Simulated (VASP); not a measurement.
Write the native input for VASP 6.6.1 that does the following.

```
Task                   : relaxation of cell and atoms
Functional             : PBE
Potentials or basis    : VASP PAW PBE potentials, release 64 (In_d, As)
Cutoff                 : 600 eV
k mesh                 : 12 × 12 × 12
Occupations            : gaussian, width 0.1 eV
Spin                   : no spin polarisation
Dipole correction      : no
Further INCAR settings : ALGO = Normal; EDIFF = 1e-07; IBRION = 2; EDIFFG = -0.005; NSW = 100; ISIF = 3
```

The structure of InAs lies in POSCAR:

```
InAs
1.0
    0.0000000000      3.0535616558      3.0535616558
    3.0535616558      0.0000000000      3.0535616558
    3.0535616558      3.0535616558      0.0000000000
In As
1 1
Direct
    0.7500000000      0.7500000000      0.7500000000
    0.0000000000      0.0000000000      0.0000000000
```

One way to write it, as run:

INCAR

```
PREC     = Accurate       # precision mode
ENCUT    = 600            # plane-wave cutoff, eV
EDIFF    = 1E-7           # SCF threshold, eV
ISMEAR   = 0              # smearing method
SIGMA    = 0.1            # smearing width, eV
LREAL    = False          # projectors in reciprocal space
LASPH    = True           # aspherical terms in the spheres
NELM     = 60             # most SCF steps
ALGO     = Normal         # electronic algorithm
ISIF     = 3              # what is computed and relaxed
LWAVE    = False          # write WAVECAR
LCHARG   = False          # write CHGCAR
GGA      = PE             # functional
IBRION   = 2              # ionic algorithm
NSW      = 100            # ionic steps
EDIFFG   = -0.005         # ionic threshold
```

KPOINTS

```
Automatic mesh
0
Gamma
  12 12 12
```

Potentials or basis: VASP PAW PBE potentials, release 64 (In_d, As).

Run with:

```console
$ cat potpaw_PBE.64/In_d/POTCAR potpaw_PBE.64/As/POTCAR > POTCAR
$ mpirun -np 1 vasp_std > vasp.out
```

It gave:

- Relaxed volume: 29.63 Å³/atom
- Relaxed cell: a = 4.376 Å, b = 4.376 Å, c = 4.376 Å, α = 60.00°, β = 60.00°, γ = 60.00°
- Space group after relaxing (to 0.1 Å): F-43m (No. 216)
- Energy gained by relaxing: 7.4 meV/atom
- Ionic steps: 3
- Pressure after relaxing: 0.0 GPa
- Band gap on the k mesh: zero (filled and empty bands touch)

Caveat: semilocal functionals underestimate gaps, so a narrow gap can read as zero; spin-orbit coupling is left out, which moves the levels of the heavy elements.

Run time: 3.8 min on 1 thread of Intel Xeon 8259CL, with other jobs on the host, peak memory 0.27 GiB.
